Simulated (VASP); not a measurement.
Runs of VASP 6.6.1 on ZnS. The structure is that of space group P6_3mc (No. 186), or close to it. The cells are those of the table. 

```csv
task,level,potentials or basis,cell,cutoff (eV),smearing,gap on the mesh (eV),pressure (GPa)
relaxation of cell and atoms,LDA,"VASP PAW LDA potentials, release 64 (Zn, S)","relaxed from a = 3.844, b = 3.844, c = 6.304 Å, angles 90.0, 90.0, 120.0°, 4 atoms",600,fermi-dirac 0.02 eV,2.21,0.0
single point,PBEsol,"VASP PAW PBE potentials, release 64 (Zn, S)","a = 3.782, b = 3.782, c = 6.208 Å, angles 90.0, 90.0, 120.0°, 4 atoms",520,fermi-dirac 0.02 eV,(c),0.2
single point,PBE,"VASP PAW PBE potentials, release 64 (Zn, S)","a = 3.805, b = 3.805, c = 6.244 Å, angles 90.0, 90.0, 120.0°, 4 atoms",520,fermi-dirac 0.02 eV,(a),2.4
single point,LDA,"VASP PAW LDA potentials, release 64 (Zn, S)","a = 3.738, b = 3.738, c = 6.143 Å, angles 90.0, 90.0, 120.0°, 4 atoms",520,fermi-dirac 0.02 eV,2.23,(b)
single point,PBE,"VASP PAW PBE potentials, release 64 (Zn, S)","a = 3.844, b = 3.844, c = 6.304 Å, angles 90.0, 90.0, 120.0°, 4 atoms",520,fermi-dirac 0.02 eV,2.08,0.2
single point,r2SCAN,"VASP PAW PBE potentials, release 64 (Zn, S)","a = 3.805, b = 3.805, c = 6.244 Å, angles 90.0, 90.0, 120.0°, 4 atoms",520,fermi-dirac 0.02 eV,2.79,0.1
single point,LDA,"VASP PAW LDA potentials, release 64 (Zn, S)","a = 3.805, b = 3.805, c = 6.244 Å, angles 90.0, 90.0, 120.0°, 4 atoms",520,gaussian 0.01 eV,1.99,-3.8
single point,r2SCAN,"VASP PAW PBE potentials, release 64 (Zn, S)","a = 3.805, b = 3.805, c = 6.244 Å, angles 90.0, 90.0, 120.0°, 4 atoms",520,gaussian 0.01 eV,2.79,0.1
```

Alike in all rows: no spin polarisation; k mesh 12 × 12 × 4.

Q: Estimate the missing entries.

A: (a) 2.22; (b) 0.3; (c) 2.16.

Caveats: the PAW data sets were made with another functional, which shifts forces and pressure a little (some runs).

A k mesh can miss the band edges.
